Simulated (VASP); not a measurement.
TlZnBr3: single point with PBE

TlZnBr3:

```
CELL_PARAMETERS angstrom
5.12243 0.00000 0.00000
0.00000 5.12243 0.00000
0.00000 0.00000 5.12243
ATOMIC_POSITIONS crystal
Tl 0.00000 0.00000 0.00000
Zn 0.50000 0.50000 0.50000
Br 0.50000 0.50000 0.00000
Br 0.50000 0.00000 0.50000
Br 0.00000 0.50000 0.50000
```

This cell differs from its parent crystal: strain -1.5%.

- Program: VASP 6.6.1
- Task: single point
- Functional: PBE
- Potentials or basis: VASP PAW PBE potentials, release 64 (Tl_d, Zn, Br)
- Cutoff: 520 eV
- k mesh: 6 × 6 × 6
- Occupations: fermi-dirac, width 0.02 eV
- Spin: no spin polarisation
- Dipole correction: no
- Further INCAR settings: ALGO = Normal; EDIFF = 1e-06; NBANDS = 31

The pressure is 3.2 GPa. The band gap on the k mesh is 0.40 eV, indirect (least direct gap 1.16 eV).

Levels at points of the mesh, in eV from the valence-band top:
| k point | band 19 | band 20 | band 21 | band 22 | band 23 | band 24 | band 25 | band 26 | band 27 | band 28 |
| --- | --- | --- | --- | --- | --- | --- | --- | --- | --- | --- |
| (0.00, 0.00, 0.00) | -0.96 | -0.96 | -0.75 | -0.75 | -0.75 | 0.40 | 6.04 | 6.04 | 6.04 | 7.05 |
| (0.50, 0.00, 0.00) | -1.49 | -1.18 | -0.71 | -0.71 | -0.61 | 3.12 | 3.99 | 5.06 | 5.06 | 7.29 |
| (0.50, 0.50, 0.00) | -1.28 | -1.28 | -1.09 | -0.21 | 0.00 | 4.05 | 4.86 | 4.86 | 5.68 | 6.29 |
| (0.50, 0.50, 0.50) | -0.19 | -0.19 | -0.01 | -0.01 | -0.01 | 5.37 | 5.37 | 5.37 | 5.99 | 5.99 |

Run time: 29 s on 1 thread of Intel(R) Xeon(R) 6975P-C (Granite Rapids), with other jobs on the host, peak memory 0.28 GiB.

Caveat: the cell differs from its parent crystal (strain -1.5%); spin-orbit coupling is left out, which moves the levels of the heavy elements. A k mesh can miss the band edges.
